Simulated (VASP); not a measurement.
## Al: single point with PBEsol+D3(BJ)

The system is Al.

```
CELL_PARAMETERS angstrom
-0.01981 1.98128 1.98128
1.98128 -0.01981 1.98128
1.96146 1.96146 0.00000
ATOMIC_POSITIONS crystal
Al 0.00000 0.00000 0.00000
```

This cell differs from its parent crystal: strain -0.0200 x Voigt [0, 0, 0, 0, 0, 1].

```yaml
Program: VASP 6.6.1
Task: single point
Functional: PBEsol
Dispersion: D3(BJ)
Potentials_or_basis: VASP PAW PBE potentials, release 64 (Al)
Cutoff: 520 eV
k_mesh: 26 × 26 × 26
Occupations: gaussian, width 0.15 eV
Spin: no spin polarisation
Dipole_correction: no
Further_INCAR_settings: ALGO = Fast; EDIFF = 1e-07; NBANDS = 8
```

| Quantity | Value |
| --- | --- |
| Pressure | 0.1 GPa |
| Band gap on the k mesh | zero (an odd number of electrons rules out a gap without spin polarisation) |
| Dispersion energy per atom | -0.337 eV |

Stress tensor (GPa, compression positive):
```
0.17 1.08 0.00
1.08 0.17 0.00
0.00 0.00 0.12
```

Levels at points of the mesh, in eV from the Fermi level:
| k point | band 1 | band 2 | band 3 | band 4 | band 5 | band 6 |
| --- | --- | --- | --- | --- | --- | --- |
| (0.00, 0.00, 0.00) | -11.55 | 12.59 | 12.90 | 13.25 | 14.50 | 14.80 |
| (0.50, 0.00, 0.00) | -4.90 | -4.59 | 11.64 | 12.00 | 12.10 | 12.29 |
| (0.50, 0.50, 0.00) | -3.07 | -1.64 | 5.23 | 5.49 | 6.24 | 9.65 |
| (0.00, 0.00, 0.50) | -4.78 | -4.34 | 11.41 | 11.76 | 11.77 | 11.93 |
| (0.50, 0.00, 0.50) | -3.07 | -1.63 | 5.26 | 5.86 | 5.86 | 9.62 |

It took 13 min on 1 thread of AMD EPYC 7571, with other jobs on the host, peak memory 0.34 GiB.

Caveat: the cell differs from its parent crystal (strain -0.0200 x Voigt [0, 0, 0, 0, 0, 1]); the PAW data sets were made with another functional, which shifts forces and pressure a little.
